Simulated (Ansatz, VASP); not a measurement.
**ZrB2 in VASP and in Ansatz**

INCAR

```
PREC     = Accurate       # precision mode
ENCUT    = 600            # plane-wave cutoff, eV
EDIFF    = 1E-7           # SCF threshold, eV
ISMEAR   = 0              # smearing method
SIGMA    = 0.1            # smearing width, eV
LREAL    = False          # projectors in reciprocal space
LASPH    = True           # aspherical terms in the spheres
NELM     = 100            # most SCF steps
ALGO     = Normal         # electronic algorithm
ISIF     = 3              # what is computed and relaxed
LWAVE    = False          # write WAVECAR
LCHARG   = False          # write CHGCAR
GGA      = PE             # functional
IBRION   = 2              # ionic algorithm
NSW      = 100            # ionic steps
EDIFFG   = -0.002         # ionic threshold
```

The input KPOINTS:

```
Automatic mesh
0
Gamma
  15 15 12
```

Contents of POSCAR:

```
ZrB2
1.0
    3.1700000000      0.0000000000      0.0000000000
   -1.5850000000      2.7453005300      0.0000000000
    0.0000000000      0.0000000000      3.5330000000
Zr B
1 2
Direct
    0.0000000000      0.0000000000      0.0000000000
    0.3333333333      0.6666666667      0.5000000000
    0.6666666667      0.3333333333      0.5000000000
```

Input for Ansatz:

```yaml
crystal:
  lattice:
    - [3.17, 0.0, 0.0]
    - [-1.585, 2.74530053, 0.0]
    - [0.0, 0.0, 3.533]
  atoms:
    - { symbol: Zr, position: [0.0, 0.0, 0.0] }
    - { symbol: B, position: [0.3333333333, 0.6666666667, 0.5] }
    - { symbol: B, position: [0.6666666667, 0.3333333333, 0.5] }
basis:
  ecutwfc: 420
kpoints:
  mp_grid: { grid: [15, 15, 12] }
hamiltonian:
  xc: pbe
scf:
  occupations: { method: gaussian, width: 0.1 }
output:
  forces: true
  stress: true
  eigenvalues: true
relax:
  adjacent_minimum: "off"
  f_tol: 0.002
  max_steps: 80
  cell: { stress_tol: 0.02 }
```

Alike in both runs: task relaxation of cell and atoms; functional PBE; k mesh 15 × 15 × 12; occupations gaussian, width 0.1 eV; no spin polarisation.

```csv
,VASP,Ansatz
version,VASP 6.6.1,Ansatz 0.2.0
potentials or method,"VASP PAW PBE potentials, release 64 (Zr_sv, B), cutoff 600 eV","scalar-relativistic, plane waves, PAW"
valence electrons in the cell,18,18
```

|  | VASP | Ansatz | Ansatz less VASP |
| --- | --- | --- | --- |
| gap on the k mesh at the Fermi level, each at its own relaxed structure (eV) | none | none | - |
| relaxed volume (Å³/atom) | 10.29 | 10.28 | -0.006 |
| relaxed cell length with the largest relative difference (Å) | 3.544 | 3.542 | -0.0013 |

A gap of «none» marks a metal or a gap that the smearing closes.
